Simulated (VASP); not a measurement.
# P (P6/mmm) in VASP: further runs

P is run at these levels: PBE; tasks: single point.

Program: VASP 6.6.1. These are calculated values, not measurements. Logs are shortened: lines on timing, memory, paths and dates and some standing lists are left out, and cuts for length are marked.

### Step 1. The cell of the first run

The structure is hexagonal, space group P6/mmm (No. 191). The conventional cell has a = 4.420 Å, b = 4.420 Å, c = 2.490 Å, α = 90.00°, β = 90.00°, γ = 120.00°. P (site symmetry 6/mmm) has 14 P at 2.49 to 2.84 Å within 3.3 Å. Within 3.3 Å of P (site symmetry -6m2) lie 11 P at 2.49 to 2.84 Å.

This isn't the form of P at room conditions, which is orthorhombic.

### Step 2. Single point, PBE

Input file INCAR:

```
PREC = Accurate ; ENCUT = 520
EDIFF = 1E-6 ; ISMEAR = -1
SIGMA = 0.05 ; LREAL = F
LASPH = T ; NELM = 100
ALGO = Normal ; ISIF = 2
LWAVE = F ; LCHARG = F
GGA = PE ; NBANDS = 14
```

Input file KPOINTS:

```
regular mesh
0
Gamma
  8 8 12
```

Input file POSCAR:

```
P
1.0
    4.4202956340      0.0000000000      0.0000000000
   -2.2101478170      3.8280883113      0.0000000000
    0.0000000000      0.0000000000      2.4897664978
P
3
Direct
    0.0000000000      0.0000000000      0.0000000000
    0.3333333333      0.6666666667      0.5000000000
    0.6666666667      0.3333333333      0.5000000000
```

Potentials or basis: VASP PAW PBE potentials, release 64 (P).

Launch:

```console
$ cat potpaw_PBE.64/P/POTCAR > POTCAR
$ mpirun -np 1 vasp_std > vasp.out
```

OUTCAR:

```text
PREC = Accurate
   ENCUT = 520
   EDIFF = 1E-6
   ISMEAR = -1
   LREAL = F
   LASPH = T
   NELM = 100
   ISIF = 2
   GGA = PE

 ion  position               nearest neighbor table
   1  0.000  0.000  0.000-   2 2.84   3 2.84   2 2.84   3 2.84   3 2.84   3 2.84   2 2.84   2 2.84
                             3 2.84   3 2.84   2 2.84   2 2.84
   2  0.333  0.667  0.500-   3 2.55   3 2.55   3 2.55   1 2.84   1 2.84   1 2.84   1 2.84   1 2.84
                             1 2.84
   3  0.667  0.333  0.500-   2 2.55   2 2.55   2 2.55   1 2.84   1 2.84   1 2.84   1 2.84   1 2.84
                             1 2.84

  LATTYP: Found a hexagonal cell.
 ALAT       =     4.4202956340
 C/A-ratio  =     0.5632579139

  Lattice vectors:

 A1 = (   4.4202956340,   0.0000000000,   0.0000000000)
 A2 = (  -2.2101478170,   3.8280883113,   0.0000000000)
 A3 = (   0.0000000000,   0.0000000000,   2.4897664978)

Analysis of symmetry for initial positions (statically):
=====================================================================
 Subroutine PRICEL returns:
 Original cell was already a primitive cell.

 Routine SETGRP: Setting up the symmetry group for a
 hexagonal supercell.

 Subroutine GETGRP returns: Found 24 space group operations
 (whereof 24 operations were pure point group operations)
 out of a pool of 24 trial point group operations.

The static configuration has the point symmetry D_6h.

Analysis of symmetry for dynamics (positions and initial velocities):
=====================================================================
 Subroutine PRICEL returns:
 Original cell was already a primitive cell.

 Routine SETGRP: Setting up the symmetry group for a
 hexagonal supercell.

 Subroutine GETGRP returns: Found 24 space group operations
 (whereof 24 operations were pure point group operations)
 out of a pool of 24 trial point group operations.

The dynamic configuration has the point symmetry D_6h.

 Subroutine INISYM returns: Found 24 space group operations
 (whereof 24 operations are pure point group operations),
 and found     1 'primitive' translations

----------------------------------------------------------------------------------------

                                     Primitive cell

  volume of cell :      42.1300

  direct lattice vectors                    reciprocal lattice vectors
     4.420295634  0.000000000  0.000000000     0.226229212  0.130613497  0.000000000
    -2.210147817  3.828088311  0.000000000     0.000000000  0.261226993  0.000000000
     0.000000000  0.000000000  2.489766498     0.000000000  0.000000000  0.401644090

  length of vectors
     4.420295634  4.420295634  2.489766498     0.261226993  0.261226993  0.401644090

  position of ions in fractional coordinates (direct lattice)
     0.000000000  0.000000000  0.000000000
     0.333333333  0.666666667  0.500000000
     0.666666667  0.333333333  0.500000000

  ion indices of the primitive-cell ions
   primitive index   ion index
                 1           1
                 2           2
                 3           3

----------------------------------------------------------------------------------------

 KPOINTS: regular mesh

Automatic generation of k-mesh.
 Grid dimensions read from file:
 generate k-points for:    8    8   12

 Generating k-lattice:

  Cartesian coordinates                     Fractional coordinates (reciprocal lattice)
     0.028278652  0.016326687  0.000000000     0.125000000 -0.000000000  0.000000000
     0.000000000  0.032653374  0.000000000     0.000000000  0.125000000  0.000000000
     0.000000000  0.000000000  0.033470341     0.000000000  0.000000000  0.083333333

  Length of vectors
     0.032653374  0.032653374  0.033470341

  Shift w.r.t. Gamma in fractional coordinates (k-lattice)
     0.000000000  0.000000000  0.000000000

 Subroutine IBZKPT returns following result:
 ===========================================

 Found     70 irreducible k-points:

 Following reciprocal coordinates:
            Coordinates               Weight
  0.000000  0.000000  0.000000      1.000000
  0.125000 -0.000000  0.000000      6.000000
  0.250000 -0.000000  0.000000      6.000000
  0.375000  0.000000  0.000000      6.000000
  0.500000 -0.000000  0.000000      3.000000
  0.125000  0.125000  0.000000      6.000000
[... 16 lines left out ...]
  0.250000 -0.000000  0.166667     12.000000
  0.375000  0.000000  0.166667     12.000000
 [... further k-points ...]
   k-points           NKPTS =     70   k-points in BZ     NKDIM =     70   number of bands    NBANDS=     14
   number of dos      NEDOS =    301   number of ions     NIONS =      3
   total plane-waves  NPLWV =  25920
   dimension x,y,z NGX =    36 NGY =   36 NGZ =   20
   dimension x,y,z NGXF=    72 NGYF=   72 NGZF=   40
   ions per type =               3
   NGX,Y,Z   is equivalent  to a cutoff of  13.54, 13.54, 13.35 a.u.
   NGXF,Y,Z  is equivalent  to a cutoff of  27.08, 27.08, 26.71 a.u.
 SYSTEM =  unknown system
   PREC   = accura    normal or accurate (medium, high low for compatibility)
   ISTART =      0    job   : 0-new  1-cont  2-samecut
   ICHARG =      2    charge: 1-file 2-atom 10-const
   ISPIN  =      1    spin polarized calculation?
   LNONCOLLINEAR =      F non collinear calculations
   LSORBIT =      F    spin-orbit coupling
   LASPH  =      T    aspherical Exc in radial PAW
   ENCUT  =  520.0 eV  38.22 Ry    6.18 a.u.   8.22  8.22  4.63*2*pi/ulx,y,z
   NELM   =    100;   NELMIN=  2; NELMDL= -5     # of ELM steps
   EDIFF  = 0.1E-05   stopping-criterion for ELM
   LREAL  =      F    real-space projection
   EDIFFG = 0.1E-04   stopping-criterion for IOM
   NSW    =      0    number of steps for IOM
   IBRION =     -1    ionic relax: 0-MD 1-quasi-New 2-CG
   NFREE  =      0    steps in history (QN), initial steepest desc. (CG)
   ISIF   =      2    stress and relaxation
   ISYM   =      2    0-nonsym 1-usesym 2-fastsym
   POTIM  = 0.5000    time-step for ionic-motion
   TEBEG  =    0.0;   TEEND  =   0.0 temperature during run
   PSTRESS=    0.0 pullay stress
   NELECT =      15.0000    total number of electrons
   NUPDOWN=      -1.0000    fix difference up-down
   EMIN   =  10.00;   EMAX   =-10.00  energy-range for DOS
   EFERMI =   0.00;   METHOD = LEGACY
   ISMEAR =    -1;   SIGMA  =   0.05  broadening in eV -4-tet -1-fermi 0-gaus
   EFERMI_NEDOS =   21; number of points for ismear=-14 and -15
   IALGO  =     38    algorithm
   IMIX   =      4    mixing-type and parameters
     AMIX     =   0.40;   BMIX     =  1.00
     AMIX_MAG =   1.60;   BMIX_MAG =  1.00
  volume/ion in A,a.u.               =      14.04        94.77
  Fermi-wavevector in a.u.,A,eV,Ry     =   1.160312  2.192671 18.317836  1.346323
  Thomas-Fermi vector in A             =   2.296895
   LORBIT       =      0    0 simple, 1 ext, 2 COOP (PROOUT), +10 PAW based schemes
   GGA     = PE    functional components
   LHFCALC =     F    Hartree Fock is set to
   AEXX    =    0.0000 exact exchange contribution
   IVDW    =     0    specifies the selected vdW correction
   LEPSILON=     F    determine dielectric tensor
   LRPA    =     F    only Hartree local field effects (RPA)
 non-spin polarized calculation
  energy-cutoff  :      520.00
  volume of cell :       42.13
 maximum number of plane-waves:      1154
 NGX is ok and might be reduce to    36
   NGX = 17   NGY = 17   NGZ =  9

 number of electron      15.0000000 magnetization

 Free energy of the ion-electron system (eV)
  ---------------------------------------------------
  ext. energy  EPLUGINS =         0.00000000
  ---------------------------------------------------
  free energy    TOTEN  =       -14.06213979 eV

  energy without entropy =      -14.05351580  energy(sigma->0) =      -14.05782780

 E-fermi :  10.1323     XC(G=0): -11.6172

 val. band max:       10.0675771997   @ k =   0.2500   0.1250   0.0833
 cond. band min:      10.1630905249   @ k =   0.0000   0.0000   0.5000
 fundamental gap:      0.0955133252
 Fermi energy:        10.1322675672

 k-point     1 :       0.0000    0.0000    0.0000
  band No.  band energies     occupation
      1      -6.4433      2.00000
      2       0.9425      2.00000
      3       1.0157      2.00000
      4       4.1981      2.00000
      5       4.1981      2.00000
      6       4.4504      2.00000
      7       4.4504      2.00000
      8      14.2079      0.00000
      9      16.7545      0.00000
     10      16.7545      0.00000
     11      17.2792      0.00000
     12      18.8377      0.00000
     13      18.8807      0.00000
     14      21.4489      0.00000

 k-point     2 :       0.1250   -0.0000    0.0000
  band No.  band energies     occupation
      1      -6.2945      2.00000
      2       0.2294      2.00000
      3       0.5783      2.00000
      4       3.3135      2.00000
      5       4.1881      2.00000
      6       5.6112      2.00000
      7       6.1294      2.00000
      8      14.3293      0.00000
      9      15.6013      0.00000
     10      16.2957      0.00000
     11      17.5011      0.00000
     12      18.6210      0.00000
     13      18.7166      0.00000
     14      21.5112      0.00000

 k-point     3 :       0.2500   -0.0000    0.0000
  band No.  band energies     occupation
      1      -5.8494      2.00000
      2      -1.3014      2.00000
      3       0.0223      2.00000
      4       2.5962      2.00000
      5       5.3713      2.00000
      6       7.1514      2.00000
      7       8.5587      2.00000
      8      13.4785      0.00000
      9      14.6900      0.00000
     10      14.9340      0.00000
     11      17.8222      0.00000
     12      17.9256      0.00000
     13      18.4472      0.00000
     14      21.2342      0.00000

 k-point     4 :       0.3750    0.0000    0.0000
  band No.  band energies     occupation
      1      -5.1121      2.00000
      2      -2.8039      2.00000
      3      -0.3546      2.00000
      4       2.1635      2.00000
      5       7.0486      2.00000
      6       8.9323      2.00000
      7      11.0960      0.00000
      8      11.2413      0.00000
      9      13.0039      0.00000
     10      15.2777      0.00000
     11      16.9912      0.00000
     12      17.8335      0.00000
     13      18.2380      0.00000
     14      19.7903      0.00000

 k-point     5 :       0.5000   -0.0000    0.0000
  band No.  band energies     occupation
      1      -4.1240      2.00000
      2      -4.0571      2.00000
      3      -0.4848      2.00000
      4       2.0190      2.00000
      5       8.9030      2.00000
      6       9.1423      2.00000
      7      10.7353      0.00001
      8      11.1074      0.00000
      9      12.7439      0.00000
     10      16.0482      0.00000
     11      16.0816      0.00000
[... 276 lines left out ...]
 k-point    22 :       0.1250   -0.0000    0.1667
  band No.  band energies     occupation
      1      -5.6651      2.00000
      2       0.8298      2.00000
      3       1.1776      2.00000
      4       3.8975      2.00000
      5       4.7600      2.00000
      6       6.1829      2.00000
      7       6.6830      2.00000
      8       9.3425      2.00000
      9      14.7008      0.00000
     10      14.9247      0.00000
     11      15.6857      0.00000
     12      16.0320      0.00000
     13      20.3974      0.00000
     14      20.6275      0.00000

 k-point    23 :       0.2500   -0.0000    0.1667
  band No.  band energies     occupation
      1      -5.2213      2.00000
      2      -0.6902      2.00000
      3       0.6260      2.00000
      4       3.1859      2.00000
      5       5.9198      2.00000
      6       7.6999      2.00000
      7       8.9561      2.00000
      8       9.8413      1.99408
      9      13.4983      0.00000
     10      14.0799      0.00000
     11      14.6320      0.00000
     12      14.9530      0.00000
     13      19.6856      0.00000
     14      20.7471      0.00000

 k-point    24 :       0.3750    0.0000    0.1667
  band No.  band energies     occupation
      1      -4.4864      2.00000
      2      -2.1861      2.00000
      3       0.2525      2.00000
      4       2.7559      2.00000
      5       7.5498      2.00000
      6       9.4375      2.00000
      7      10.2184      0.30293
      8      11.1820      0.00000
      9      11.9957      0.00000
     10      12.9546      0.00000
     11      13.3127      0.00000
     12      14.3158      0.00000
     13      18.8169      0.00000
     14      19.3140      0.00000

 [... further k-points ...]

------------------------ aborting loop because EDIFF is reached ----------------------------------------

  FORCE on cell =-STRESS in cart. coord.  units (eV):
  Direction    XX          YY          ZZ          XY          YZ          ZX
  --------------------------------------------------------------------------------------
  -------------------------------------------------------------------------------------
  Total        0.5258976      0.5258976      0.5100021      0.0000000      0.0000000      0.0000000
  in kB       19.9995327     19.9995327     19.3950375      0.0000000      0.0000000      0.0000000
  external PRESSURE =      19.7980343 kB  Pullay stress =       0.0000000 kB

 VOLUME and BASIS-vectors are now :
 -----------------------------------------------------------------------------
  energy-cutoff  :      520.00
  volume of cell :       42.13
      direct lattice vectors                 reciprocal lattice vectors
     4.420295634  0.000000000  0.000000000     0.226229212  0.130613497  0.000000000
    -2.210147817  3.828088311  0.000000000     0.000000000  0.261226993  0.000000000
     0.000000000  0.000000000  2.489766498     0.000000000  0.000000000  0.401644090

 POSITION                                       TOTAL-FORCE (eV/Angst)
 -----------------------------------------------------------------------------------
      0.00000      0.00000      0.00000        -0.000000      0.000000      0.000000
     -0.00000      2.55206      1.24488        -0.000000      0.000000      0.000000
      2.21015      1.27603      1.24488         0.000000     -0.000000      0.000000
 -----------------------------------------------------------------------------------
    total drift:                               -0.000000     -0.000000     -0.000000

  FREE ENERGIE OF THE ION-ELECTRON SYSTEM (eV)
  ---------------------------------------------------
  free  energy   TOTEN  =       -14.0621397937 eV

  energy  without entropy=      -14.0535157985  energy(sigma->0) =      -14.05782780
```

Wall time 14 s (1 thread of AMD EPYC 9R45 (Zen 5), shared host); peak memory 0.14 GiB.

Results:

* Free energy: -14.0621 eV
* Pressure: 2.0 GPa
* Band gap on the k mesh: zero (an odd number of electrons rules out a gap without spin polarisation)

### Step 3. Single point, PBE

Input file INCAR:

```
SYSTEM = P
PREC     = Accurate       ! precision mode
ENCUT    = 520            ! plane-wave cutoff, eV
EDIFF    = 1E-6           ! SCF threshold, eV
ISMEAR   = -1             ! smearing method
SIGMA    = 0.05           ! smearing width, eV
LREAL    = .FALSE.        ! projectors in reciprocal space
LASPH    = .TRUE.         ! aspherical terms in the spheres
NELM     = 100            ! most SCF steps
ALGO     = Normal         ! electronic algorithm
ISIF     = 2              ! what is computed and relaxed
LWAVE    = .FALSE.        ! write WAVECAR
LCHARG   = .FALSE.        ! write CHGCAR
GGA      = PE             ! functional
NBANDS   = 14             ! bands
```

Input file KPOINTS:

```
Automatic mesh
0
G
  8 8 12
  0 0 0
```

Input file POSCAR:

```
P
1.0
    4.4210028980      0.0000000000      0.0000000000
   -2.2105014490      3.8287008199      0.0000000000
    0.0000000000      0.0000000000      2.4900573550
P
3
Direct
    0.0000000000      0.0000000000      0.0000000000
    0.3333333333      0.6666666667      0.5000000000
    0.6666666667      0.3333333333      0.5000000000
```

Potentials or basis: VASP PAW PBE potentials, release 64 (P).

Launch:

```console
$ cat potpaw_PBE.64/P/POTCAR > POTCAR
$ mpirun -np 1 vasp_std > vasp.out
```

Wall time 14 s (1 thread of AMD EPYC 9R45 (Zen 5), shared host); peak memory 0.14 GiB.

It converged, with:

- Free energy: -14.0624 eV
- Pressure: 1.9 GPa
- Band gap on the k mesh: zero (an odd number of electrons rules out a gap without spin polarisation)

Levels at points of the mesh, in eV from the Fermi level:
| k point | band 5 | band 6 | band 7 | band 8 | band 9 | band 10 | band 11 | band 12 |
| --- | --- | --- | --- | --- | --- | --- | --- | --- |
| (0.00, 0.00, 0.00) | -5.93 | -5.68 | -5.68 | 4.08 | 6.62 | 6.62 | 7.15 | 8.70 |
| (0.50, 0.00, 0.00) | -1.23 | -0.99 | 0.60 | 0.98 | 2.61 | 5.91 | 5.95 | 6.66 |
| (0.00, 0.00, 0.50) | -3.55 | -3.31 | -2.53 | -2.53 | -0.63 | -0.63 | 0.03 | 0.03 |
| (0.50, 0.00, 0.50) | -5.20 | -4.55 | -3.78 | -1.70 | 2.21 | 2.83 | 4.15 | 4.63 |

The gap in the log of VASP goes by the Fermi energy; the results here count the filled bands.